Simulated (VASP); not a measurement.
Input of a VASP 6.6.1 run:

INCAR

```
SYSTEM = GeIrPt6
ALGO     = Normal         ! electronic algorithm
EDIFF    = 1E-6           ! SCF threshold, eV
ENCUT    = 500            ! plane-wave cutoff, eV
GGA      = PE             ! functional
GGA_COMPAT= .False.      
ISIF     = 2              ! what is computed and relaxed
ISMEAR   = 0              ! smearing method
LASPH    = .True.         ! aspherical terms in the spheres
LCHARG   = .False.        ! write CHGCAR
LREAL    = .False.        ! projectors in reciprocal space
LWAVE    = .False.        ! write WAVECAR
NBANDS   = 52             ! bands
NELM     = 120            ! most SCF steps
PREC     = Accurate       ! precision mode
SIGMA    = 0.2            ! smearing width, eV
```

KPOINTS

```
k-points
0
Gamma
  3 3 3
  0 0 0
```

Contents of POSCAR:

```
GeIrPt6
1.0
    3.6950966627      2.1333650512      3.0147853912
   -3.6950966627      2.1333650512      3.0147853912
    0.0000000000     -4.2667301076      3.0147853875
Ge Ir Pt
1 1 6
Direct
    0.5000000000      0.5000000000      0.5000000000
    0.0000000000      0.0000000000      0.0000000000
    0.5000000000      0.5000000000      0.0000000000
    0.0000000000      0.5000000000      0.5000000000
    0.5000000000      0.0000000000      0.5000000000
    0.0000000000      0.0000000000      0.5000000000
    0.5000000000      0.0000000000      0.0000000000
    0.0000000000      0.5000000000      0.0000000000
```

Potentials or basis: VASP PAW PBE potentials, release 64 (Ge_d, Ir, Pt).

Run with:

```bash
$ cat potpaw_PBE.64/Ge_d/POTCAR potpaw_PBE.64/Ir/POTCAR potpaw_PBE.64/Pt/POTCAR > POTCAR
$ mpirun -np 1 vasp_std > vasp.out
```

Predict the pressure.

-0.2 GPa.

Caveat: the k points lie up to 0.40 Å⁻¹ apart.
